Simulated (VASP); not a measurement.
# Sr (I4/mmm) in VASP: a series of runs, part 2 of 3

VASP 6.6.1. Earlier steps stand in the parts before.

**3. Single point, PBE (strain -0.080 along x and y, +0.000 along z)**

The input, INCAR:

```
SYSTEM = Sr
PREC = Accurate ; ENCUT = 520
EDIFF = 1E-6 ; ISMEAR = 0
SIGMA = 0.15 ; LREAL = .False.
LASPH = .True. ; NELM = 100
ALGO = Normal ; ISIF = 2
LWAVE = .False. ; LCHARG = .False.
GGA = PE ; NBANDS = 11
```

The input, KPOINTS:

```
regular mesh
0
Gamma
  14 14 14
  0 0 0
```

The input, POSCAR:

```
Sr
1.0
    0.0000000000      2.7989620000      3.0423500000
    2.7989620000      0.0000000000      3.0423500000
    2.7989620000      2.7989620000      0.0000000000
Sr
1
Direct
    0.0000000000      0.0000000000      0.0000000000
```

Potentials or basis: VASP PAW PBE potentials, release 64 (Sr_sv).

Command:

```sh
$ cat potpaw_PBE.64/Sr_sv/POTCAR > POTCAR
$ mpirun -np 1 vasp_std > vasp.out
```

OUTCAR:

```text
SYSTEM = Sr
   PREC = Accurate
   ENCUT = 520
   EDIFF = 1E-6
   ISMEAR = 0
   LREAL = .False.
   LASPH = .True.
   NELM = 100
   ISIF = 2
   GGA = PE

 ion  position               nearest neighbor table
   1  0.000  0.000  0.000-

  LATTYP: Found a body centered tetragonal cell.
 ALAT       =     3.9583300210
 C/A-ratio  =     1.5371886548

  Lattice vectors:

 A1 = (  -2.7989620000,   0.0000000000,   3.0423500000)
 A2 = (   2.7989620000,   0.0000000000,   3.0423500000)
 A3 = (   0.0000000000,   2.7989620000,  -3.0423500000)

Analysis of symmetry for initial positions (statically):
=====================================================================
 Subroutine PRICEL returns:
 Original cell was already a primitive cell.

 Routine SETGRP: Setting up the symmetry group for a
 body centered tetragonal supercell.

 Subroutine GETGRP returns: Found 16 space group operations
 (whereof 16 operations were pure point group operations)
 out of a pool of 16 trial point group operations.

The static configuration has the point symmetry D_4h.

Analysis of symmetry for dynamics (positions and initial velocities):
=====================================================================
 Subroutine PRICEL returns:
 Original cell was already a primitive cell.

 Routine SETGRP: Setting up the symmetry group for a
 body centered tetragonal supercell.

 Subroutine GETGRP returns: Found 16 space group operations
 (whereof 16 operations were pure point group operations)
 out of a pool of 16 trial point group operations.

The dynamic configuration has the point symmetry D_4h.

 Subroutine INISYM returns: Found 16 space group operations
 (whereof 16 operations are pure point group operations),
 and found     1 'primitive' translations

----------------------------------------------------------------------------------------

                                     Primitive cell
[... 108 lines left out ...]
     AMIX     =   0.40;   BMIX     =  1.00
     AMIX_MAG =   1.60;   BMIX_MAG =  1.00
  volume/ion in A,a.u.               =      47.67       321.68
  Fermi-wavevector in a.u.,A,eV,Ry     =   0.972741  1.838213 12.874167  0.946225
  Thomas-Fermi vector in A             =   2.103064
   LORBIT       =      0    0 simple, 1 ext, 2 COOP (PROOUT), +10 PAW based schemes
   GGA     = PE    functional components
   LHFCALC =     F    Hartree Fock is set to
   AEXX    =    0.0000 exact exchange contribution
   IVDW    =     0    specifies the selected vdW correction
   LEPSILON=     F    determine dielectric tensor
   LRPA    =     F    only Hartree local field effects (RPA)
 non-spin polarized calculation
 Gauss-broadening in eV      SIGMA  =   0.15
  energy-cutoff  :      520.00
  volume of cell :       47.67
 maximum number of plane-waves:      1307
   NGX = 15   NGY = 15   NGZ = 15

 number of electron      10.0000000 magnetization

 Free energy of the ion-electron system (eV)
  ---------------------------------------------------
  ext. energy  EPLUGINS =         0.00000000
  ---------------------------------------------------
  free energy    TOTEN  =        -1.59778212 eV

  energy without entropy =       -1.58719864  energy(sigma->0) =       -1.59249038

 E-fermi :   2.1211     XC(G=0):  -7.7962

 val. band max:        2.1198637434   @ k =  -0.3571   0.1429   0.2857
 cond. band min:       2.1362146058   @ k =  -0.4286  -0.0000   0.2857
 fundamental gap:      0.0163508625
 Fermi energy:         2.1211096165

 k-point     1 :       0.0000    0.0000    0.0000
  band No.  band energies     occupation
      1     -34.2540      2.00000
      2     -16.1152      2.00000
      3     -16.1001      2.00000
      4     -16.1001      2.00000
      5      -1.7524      2.00000
      6       4.2865      0.00000
      7       4.7936      0.00000
      8       4.7936      0.00000
      9       5.8204      0.00000
     10       6.7064      0.00000
     11       9.7170      0.00000
[... 309 lines left out ...]
 k-point    24 :       0.2857    0.1429    0.0000
  band No.  band energies     occupation
      1     -34.2398      2.00000
      2     -16.2596      2.00000
      3     -16.1484      2.00000
      4     -16.1315      2.00000
      5      -0.5681      2.00000
      6       3.3353      0.00000
      7       4.1555      0.00000
      8       5.3193      0.00000
      9       5.7113      0.00000
     10       6.9445      0.00000
     11      10.4643      0.00000

 [... further k-points ...]
[... 5 lines left out ...]
  --------------------------------------------------------------------------------------
  -------------------------------------------------------------------------------------
  Total        0.6804076      0.6804076      0.4914634      0.0000000     -0.0000000      0.0000000
  in kB       22.8689689     22.8689689     16.5184221      0.0000000     -0.0000000      0.0000000
  external PRESSURE =      20.7521199 kB  Pullay stress =       0.0000000 kB

 VOLUME and BASIS-vectors are now :
 -----------------------------------------------------------------------------
  energy-cutoff  :      520.00
  volume of cell :       47.67
      direct lattice vectors                 reciprocal lattice vectors
     0.000000000  2.798962000  3.042350000    -0.178637652  0.178637652  0.164346640
     2.798962000  0.000000000  3.042350000     0.178637652 -0.178637652  0.164346640
     2.798962000  2.798962000  0.000000000     0.178637652  0.178637652 -0.164346640

 POSITION                                       TOTAL-FORCE (eV/Angst)
 -----------------------------------------------------------------------------------
      0.00000      0.00000      0.00000         0.000000      0.000000      0.000000
 -----------------------------------------------------------------------------------
    total drift:                               -0.000000     -0.000000     -0.000000

  FREE ENERGIE OF THE ION-ELECTRON SYSTEM (eV)
  ---------------------------------------------------
  free  energy   TOTEN  =        -1.5977821176 eV

  energy  without entropy=       -1.5871986386  energy(sigma->0) =       -1.59249038
```

OSZICAR:

```text
N       E                     dE             d eps       ncg     rms          rms(c)
DAV:   1     0.336179680063E+02    0.33618E+02   -0.49176E+03  5392   0.799E+02
DAV:   2    -0.123034566367E+00   -0.33741E+02   -0.33161E+02  6291   0.152E+02
DAV:   3    -0.153887708028E+01   -0.14158E+01   -0.14011E+01  7881   0.229E+01
DAV:   4    -0.160042697279E+01   -0.61550E-01   -0.61443E-01  6987   0.435E+00
DAV:   5    -0.160179812303E+01   -0.13712E-02   -0.13711E-02  7661   0.496E-01    0.124E+01
DAV:   6    -0.159928142666E+01    0.25167E-02   -0.57395E-03  6395   0.852E-01    0.708E+00
DAV:   7    -0.159775483181E+01    0.15266E-02   -0.10925E-02  7092   0.113E+00    0.244E-01
DAV:   8    -0.159775679010E+01   -0.19583E-05   -0.67486E-04  7735   0.159E-01    0.546E-02
DAV:   9    -0.159777717614E+01   -0.20386E-04   -0.34358E-05  7295   0.339E-02    0.210E-02
DAV:  10    -0.159778252548E+01   -0.53493E-05   -0.38080E-06  6393   0.165E-02    0.732E-03
DAV:  11    -0.159778211757E+01    0.40791E-06   -0.16380E-07  3311   0.338E-03
   1 F= -.15977821E+01 E0= -.15924904E+01  d E =-.105835E-01
```

stdout:

```text
POSCAR found type information on POSCAR Sr
 POSCAR found :  1 types and       1 ions
 scaLAPACK will be used
 LDA part: xc-table for (Slater+PW92), standard interpolation
 POSCAR, INCAR and KPOINTS ok, starting setup
 FFT: planning ... GRIDC
 FFT: planning ... GRID_SOFT
 FFT: planning ... GRID
 WAVECAR not read
 entering main loop
```

Wall time 51 s (1 thread of Intel Xeon 6975P-C (Granite Rapids), shared host); peak memory 0.27 GiB.

Results:

```
Free energy : -1.5978 eV
Pressure    : 2.1 GPa
```

Caveat: the cell differs from its parent crystal (strain -0.080 along x and y, +0.000 along z).

(Part 2 of 3 ends here.)
